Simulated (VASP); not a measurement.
# TiC: single point with PBEsol

Crystal: TiC.

```
CELL_PARAMETERS angstrom
0.00000 2.12020 2.12020
2.12020 0.00000 2.12020
2.12020 2.12020 0.00000
ATOMIC_POSITIONS crystal
Ti 0.00000 0.00000 0.00000
C 0.50000 0.50000 0.50000
```

| Quantity | Value |
| --- | --- |
| Program | VASP 6.6.1 |
| Task | single point |
| Functional | PBEsol |
| Potentials or basis | VASP PAW PBE potentials, release 64 (Ti_sv, C) |
| Cutoff | 520 eV |
| k mesh | 16 × 16 × 16 |
| Occupations | fermi-dirac, width 0.03 eV |
| Spin | no spin polarisation |
| Dipole correction | no |
| Further INCAR settings | ALGO = Normal; EDIFF = 1e-06; NBANDS = 15 |

| Quantity | Value |
| --- | --- |
| Pressure | 10.7 GPa |
| Band gap on the k mesh | zero (bands 8 and 9 overlap by 1.10 eV) |

Levels at points of the mesh, in eV from the Fermi level:
```csv
k point,band 4,band 5,band 6,band 7,band 8,band 9,band 10,band 11,band 12,band 13
"(0.00, 0.00, 0.00)",-32.22,-12.65,0.70,0.70,0.70,1.80,1.80,1.80,1.88,1.88
"(0.50, 0.00, 0.00)",-32.28,-8.80,-6.16,-3.09,-3.09,3.19,3.19,4.50,8.54,8.87
"(0.50, 0.50, 0.00)",-32.43,-10.30,-3.46,-1.86,0.05,0.05,2.99,3.86,3.86,6.50
```

Wall time 29 s on 1 thread of Intel Xeon 8259CL, on a shared host, peak memory 0.17 GiB.

Caveat: the cell stands under pressure; the PAW data sets were made with another functional, which shifts forces and pressure a little.
